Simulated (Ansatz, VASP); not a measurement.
**One calculation of W, two programs**

```xyz
1
Lattice="-1.6032 1.6032 1.6032 1.6032 -1.6032 1.6032 1.6032 1.6032 -1.6032" Properties=species:S:1:pos:R:3 pbc="T T T"
W     0.0000    0.0000    0.0000
```

Alike in both runs: task single point; functional r2SCAN; dispersion rVV10; k mesh 12 × 12 × 12; occupations fermi-dirac, width 0.05 eV; no spin polarisation.

```csv
,VASP,Ansatz
version,VASP 6.6.1,Ansatz 0.2.0
potentials or method,"VASP PAW PBE potentials, release 64 (W_sv)",Ansatz PAW
plane-wave cutoff (eV),520,500
valence electrons in the cell,14,14
```

|  | VASP | Ansatz | Ansatz less VASP |
| --- | --- | --- | --- |
| gap on the k mesh at the Fermi level (eV) | none | none | - |
| pressure (GPa) | -10.8 | -12.6 | -1.71 |

VASP's potentials were made for PBE, not for r2SCAN. A gap of «none» marks a metal or a gap that the smearing closes.

Spin-orbit coupling is off throughout.
